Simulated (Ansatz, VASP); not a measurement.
One calculation of Cd, two programs

Contents of INCAR:

```
PREC     = Accurate       # precision mode
ENCUT    = 520            # plane-wave cutoff, eV
EDIFF    = 1E-6           # SCF threshold, eV
ISMEAR   = -1             # smearing method
SIGMA    = 0.1            # smearing width, eV
LREAL    = False          # projectors in reciprocal space
LASPH    = True           # aspherical terms in the spheres
NELM     = 80             # most SCF steps
ALGO     = Normal         # electronic algorithm
ISIF     = 2              # what is computed and relaxed
LWAVE    = False          # write WAVECAR
LCHARG   = False          # write CHGCAR
GGA      = B5             # functional
ALDAX    = 1.0          
AGGAX    = 1.0          
AGGAC    = 1.0          
ALDAC    = 0.0          
NBANDS   = 25             # bands
```

File KPOINTS:

```
regular mesh
0
Gamma
  8 8 11
```

File POSCAR:

```
Cd
1.0
    5.3941259583      0.0000000000      0.0000000000
   -2.6970629792      4.6714501111      0.0000000000
    0.0000000000      0.0000000000      3.1203099090
Cd
3
Direct
    0.0000000000      0.0000000000      0.0000000000
    0.3333333333      0.6666666667      0.5000000000
    0.6666666667      0.3333333333      0.5000000000
```

Input for Ansatz:

```yaml
crystal:
  lattice:
    - [5.3941259583, 0.0, 0.0]
    - [-2.6970629792, 4.6714501111, 0.0]
    - [0.0, 0.0, 3.120309909]
  atoms:
    - { symbol: Cd, position: [0.0, 0.0, 0.0] }
    - { symbol: Cd, position: [0.3333333333, 0.6666666667, 0.5] }
    - { symbol: Cd, position: [0.6666666667, 0.3333333333, 0.5] }
hamiltonian:
  xc: blyp
  pseudopotentials:
    kind: paw
    azcp:
      Cd: "pseudopotentials/Cd.paw.azcp"
basis:
  ecutwfc: 420
  fft_grid_basis: typed
kpoints:
  mp_grid: { grid: [8, 8, 11], shift: [0, 0, 0] }
magnetization:
  spin_polarized: false
scf:
  occupations: { method: fermi_dirac, width: 0.1 }
  lower_state_search: "off"
output:
  stress: true
```

Alike in both runs: task single point; functional BLYP; k mesh 8 × 8 × 11; occupations fermi-dirac, width 0.1 eV; no spin polarisation.

|  | VASP | Ansatz |
| --- | --- | --- |
| version | VASP 6.6.1 | Ansatz 0.2.0 |
| potentials or method | VASP PAW PBE potentials, release 64 (Cd), cutoff 520 eV | plane waves (420 eV) with PAW, scalar-relativistic |
| valence electrons in the cell | 36 | 60 |

Ansatz gave:

- pressure (GPa): 1.4
- traceless stress, the component that is largest in VASP (GPa): -0.13

Question: Estimate VASP's values.

Answer: Pressure (GPa): 1.5; traceless stress, the component that is largest in VASP (GPa): -0.12.

VASP's potentials were made for PBE, not for BLYP. With one functional, cell and mesh, what is left measures potentials, basis and numerics. VASP's potentials hold 36 valence electrons a cell and Ansatz's 60, so a difference there can come from the potentials and not from the codes.
